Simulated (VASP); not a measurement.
# Ta (I4/mmm) in VASP: notebook, part 2 of 2

VASP 6.6.1.

**5. Single point, PBEsol (18.36 Å³/atom)**

File INCAR:

```
ALGO = Fast
EDIFF = 1E-6
ENCUT = 520
GGA = PS
ISIF = 2
ISMEAR = 0
LASPH = True
LCHARG = False
LREAL = False
LWAVE = False
NBANDS = 12
NELM = 60
PREC = Accurate
SIGMA = 0.15
```

File KPOINTS:

```
k-points
0
Gamma
  22 22 22
```

File POSCAR:

```
Ta
1.0
   -1.7466768536      1.7466768536      1.5042381063
    1.7466768536     -1.7466768536      1.5042381063
    1.7466768536      1.7466768536     -1.5042381063
Ta
1
Direct
    0.0000000000      0.0000000000      0.0000000000
```

Potentials or basis: VASP PAW PBE potentials, release 64 (Ta_pv).

Started as:

```
cat potpaw_PBE.64/Ta_pv/POTCAR > POTCAR
mpirun -np 1 vasp_std > vasp.out
```

OUTCAR:

```text
EDIFF = 1E-6
   ENCUT = 520
   GGA = PS
   ISIF = 2
   ISMEAR = 0
   LASPH = True
   LREAL = False
   NELM = 60
   PREC = Accurate

 ion  position               nearest neighbor table
   1  0.000  0.000  0.000-

  LATTYP: Found a body centered tetragonal cell.
 ALAT       =     3.4933537072
 C/A-ratio  =     0.8612000000

  Lattice vectors:

 A1 = (  -1.7466768536,   1.7466768536,   1.5042381063)
 A2 = (   1.7466768536,  -1.7466768536,   1.5042381063)
 A3 = (   1.7466768536,   1.7466768536,  -1.5042381063)

Analysis of symmetry for initial positions (statically):
=====================================================================
 Subroutine PRICEL returns:
 Original cell was already a primitive cell.

 Routine SETGRP: Setting up the symmetry group for a
 body centered tetragonal supercell.

 Subroutine GETGRP returns: Found 16 space group operations
 (whereof 16 operations were pure point group operations)
 out of a pool of 16 trial point group operations.

The static configuration has the point symmetry D_4h.

Analysis of symmetry for dynamics (positions and initial velocities):
=====================================================================
 Subroutine PRICEL returns:
 Original cell was already a primitive cell.

 Routine SETGRP: Setting up the symmetry group for a
 body centered tetragonal supercell.

 Subroutine GETGRP returns: Found 16 space group operations
 (whereof 16 operations were pure point group operations)
 out of a pool of 16 trial point group operations.

The dynamic configuration has the point symmetry D_4h.

 Subroutine INISYM returns: Found 16 space group operations
 (whereof 16 operations are pure point group operations),
 and found     1 'primitive' translations

----------------------------------------------------------------------------------------

                                     Primitive cell

  volume of cell :      18.3570

  direct lattice vectors                    reciprocal lattice vectors
    -1.746676854  1.746676854  1.504238106     0.000000000  0.286257872  0.332394185
     1.746676854 -1.746676854  1.504238106     0.286257872  0.000000000  0.332394185
     1.746676854  1.746676854 -1.504238106     0.286257872  0.286257872  0.000000000

  length of vectors
     2.892143209  2.892143209  2.892143209     0.438667829  0.438667829  0.404829766

  position of ions in fractional coordinates (direct lattice)
     0.000000000  0.000000000  0.000000000

  ion indices of the primitive-cell ions
   primitive index   ion index
                 1           1

----------------------------------------------------------------------------------------

 KPOINTS: k-points

Automatic generation of k-mesh.
 Grid dimensions read from file:
 generate k-points for:   22   22   22

 Generating k-lattice:

  Cartesian coordinates                     Fractional coordinates (reciprocal lattice)
     0.000000000  0.013011721  0.015108827     0.045454545  0.000000000  0.000000000
     0.013011721  0.000000000  0.015108827     0.000000000  0.045454545  0.000000000
     0.013011721  0.013011721  0.000000000     0.000000000  0.000000000  0.045454545

  Length of vectors
     0.019939447  0.019939447  0.018401353

  Shift w.r.t. Gamma in fractional coordinates (k-lattice)
     0.000000000  0.000000000  0.000000000

 Subroutine IBZKPT returns following result:
 ===========================================

 Found    834 irreducible k-points:

 Following reciprocal coordinates:
            Coordinates               Weight
  0.000000  0.000000  0.000000      1.000000
  0.045455  0.000000  0.000000      8.000000
  0.090909  0.000000  0.000000      8.000000
  0.136364  0.000000  0.000000      8.000000
  0.181818  0.000000  0.000000      8.000000
  0.227273  0.000000 -0.000000      8.000000
[... 16 lines left out ...]
  0.500000  0.045455  0.000000     16.000000
 -0.454545  0.045455  0.000000     16.000000
 [... further k-points ...]
   k-points           NKPTS =    834   k-points in BZ     NKDIM =    834   number of bands    NBANDS=     12
   number of dos      NEDOS =    301   number of ions     NIONS =      1
   total plane-waves  NPLWV =  13824
   dimension x,y,z NGX =    24 NGY =   24 NGZ =   24
   dimension x,y,z NGXF=    48 NGYF=   48 NGZF=   48
   ions per type =               1
   NGX,Y,Z   is equivalent  to a cutoff of  13.80, 13.80, 13.80 a.u.
   NGXF,Y,Z  is equivalent  to a cutoff of  27.59, 27.59, 27.59 a.u.
 SYSTEM =  unknown system
   PREC   = accura    normal or accurate (medium, high low for compatibility)
   ISTART =      0    job   : 0-new  1-cont  2-samecut
   ICHARG =      2    charge: 1-file 2-atom 10-const
   ISPIN  =      1    spin polarized calculation?
   LNONCOLLINEAR =      F non collinear calculations
   LSORBIT =      F    spin-orbit coupling
   LASPH  =      T    aspherical Exc in radial PAW
   ENCUT  =  520.0 eV  38.22 Ry    6.18 a.u.   5.38  5.38  5.38*2*pi/ulx,y,z
   NELM   =     60;   NELMIN=  2; NELMDL= -5     # of ELM steps
   EDIFF  = 0.1E-05   stopping-criterion for ELM
   LREAL  =      F    real-space projection
   EDIFFG = 0.1E-04   stopping-criterion for IOM
   NSW    =      0    number of steps for IOM
   IBRION =     -1    ionic relax: 0-MD 1-quasi-New 2-CG
   NFREE  =      0    steps in history (QN), initial steepest desc. (CG)
   ISIF   =      2    stress and relaxation
   ISYM   =      2    0-nonsym 1-usesym 2-fastsym
   POTIM  = 0.5000    time-step for ionic-motion
   TEBEG  =    0.0;   TEEND  =   0.0 temperature during run
   PSTRESS=    0.0 pullay stress
   NELECT =      11.0000    total number of electrons
   NUPDOWN=      -1.0000    fix difference up-down
   EMIN   =  10.00;   EMAX   =-10.00  energy-range for DOS
   EFERMI =   0.00;   METHOD = LEGACY
   ISMEAR =     0;   SIGMA  =   0.15  broadening in eV -4-tet -1-fermi 0-gaus
   EFERMI_NEDOS =   21; number of points for ismear=-14 and -15
   IALGO  =     68    algorithm
   IMIX   =      4    mixing-type and parameters
     AMIX     =   0.40;   BMIX     =  1.00
     AMIX_MAG =   1.60;   BMIX_MAG =  1.00
  volume/ion in A,a.u.               =      18.36       123.88
  Fermi-wavevector in a.u.,A,eV,Ry     =   1.380189  2.608179 25.918024  1.904921
  Thomas-Fermi vector in A             =   2.505089
   LORBIT       =      0    0 simple, 1 ext, 2 COOP (PROOUT), +10 PAW based schemes
   GGA     = PS    functional components
   LHFCALC =     F    Hartree Fock is set to
   AEXX    =    0.0000 exact exchange contribution
   IVDW    =     0    specifies the selected vdW correction
   LEPSILON=     F    determine dielectric tensor
   LRPA    =     F    only Hartree local field effects (RPA)
 non-spin polarized calculation
 RMM-DIIS sequential band-by-band and
 Gauss-broadening in eV      SIGMA  =   0.15
  energy-cutoff  :      520.00
  volume of cell :       18.36
 maximum number of plane-waves:       520
 NGX is ok and might be reduce to    24
   NGX = 11   NGY = 11   NGZ = 11

 number of electron      10.9999998 magnetization

 Free energy of the ion-electron system (eV)
  ---------------------------------------------------
  ext. energy  EPLUGINS =         0.00000000
  ---------------------------------------------------
  free energy    TOTEN  =       -12.47892607 eV

  energy without entropy =      -12.46520500  energy(sigma->0) =      -12.47206553

 E-fermi :   5.2917     XC(G=0): -12.6261

 val. band max:        5.2916289190   @ k =   0.1364   0.0909   0.0455
 cond. band min:       5.2939564401   @ k =  -0.3182   0.4545   0.1364
 fundamental gap:      0.0023275210
 Fermi energy:         5.2917273879

 k-point     1 :       0.0000    0.0000    0.0000
  band No.  band energies     occupation
      1     -27.9465      2.00000
      2     -27.9465      2.00000
      3     -27.8826      2.00000
      4      -2.6813      2.00000
      5       4.7711      2.00000
      6       6.7806      0.00000
      7       6.7806      0.00000
      8       7.5313      0.00000
      9      10.2159      0.00000
     10      19.3956      0.00000
     11      19.3956      0.00000
     12      22.3213      0.00000
[... 331 lines left out ...]
 k-point    24 :      -0.4545    0.0455    0.0000
  band No.  band energies     occupation
      1     -28.9870      2.00000
      2     -28.3038      2.00000
      3     -28.0283      2.00000
      4       0.9868      2.00000
      5       3.2727      2.00000
      6       6.5201      0.00000
      7       8.9117      0.00000
      8      10.9202      0.00000
      9      12.1203      0.00000
     10      16.7368      0.00000
     11      18.3905      0.00000
     12      21.2086      0.00000

 [... further k-points ...]
[... 5 lines left out ...]
  --------------------------------------------------------------------------------------
  -------------------------------------------------------------------------------------
  Total       -1.0135921     -1.0135921      0.1778916      0.0000000      0.0000000      0.0000000
  in kB      -88.4651262    -88.4651262     15.5261690      0.0000000      0.0000000      0.0000000
  external PRESSURE =     -53.8013611 kB  Pullay stress =       0.0000000 kB

 VOLUME and BASIS-vectors are now :
 -----------------------------------------------------------------------------
  energy-cutoff  :      520.00
  volume of cell :       18.36
      direct lattice vectors                 reciprocal lattice vectors
    -1.746676854  1.746676854  1.504238106     0.000000000  0.286257872  0.332394185
     1.746676854 -1.746676854  1.504238106     0.286257872  0.000000000  0.332394185
     1.746676854  1.746676854 -1.504238106     0.286257872  0.286257872  0.000000000

 POSITION                                       TOTAL-FORCE (eV/Angst)
 -----------------------------------------------------------------------------------
      0.00000      0.00000      0.00000         0.000000     -0.000000      0.000000
 -----------------------------------------------------------------------------------
    total drift:                               -0.000000      0.000000      0.000000

  FREE ENERGIE OF THE ION-ELECTRON SYSTEM (eV)
  ---------------------------------------------------
  free  energy   TOTEN  =       -12.4789260692 eV

  energy  without entropy=      -12.4652049955  energy(sigma->0) =      -12.47206553
```

Run time: 2 min. Hardware: 1 thread of AMD EPYC 9R45 (Zen 5), shared host; peak memory 0.26 GiB.

Results:

```yaml
Free_energy: -12.4789 eV
Pressure: -5.4 GPa
Band_gap_on_the_k_mesh: zero (an odd number of electrons rules out a gap without spin polarisation)
```

Caveat: the cell stands under tension; the PAW data sets were made with another functional, which shifts forces and pressure a little; spin-orbit coupling is left out, which moves the levels of the heavy elements.

**6. The runs side by side**

| cell | gap on the mesh (eV) | pressure (GPa) |
| --- | --- | --- |
| a = 2.893 Å, angles 113.7, 113.7, 101.2°, 1 atom | none | -5.5 |
| a = 2.939 Å, angles 118.4, 118.4, 92.7°, 1 atom | none | -2.0 |
| a = 3.019 Å, angles 123.4, 123.4, 84.2°, 1 atom | none | -2.9 |
| a = 2.892 Å, angles 105.7, 105.7, 117.3°, 1 atom | none | -5.4 |

Alike in all rows: task single point; level PBEsol; potentials or basis VASP PAW PBE potentials, release 64 (Ta_pv); no spin polarisation; k mesh 22 × 22 × 22; cutoff (eV) 520; smearing gaussian 0.15 eV.

Caveats: the PAW data sets were made with another functional, which shifts forces and pressure a little; spin-orbit coupling is left out, which moves the levels of the heavy elements; the cell stands under tension (at least some runs).

Total energies depend on the potentials used, so only differences within one code and one set of settings carry meaning.
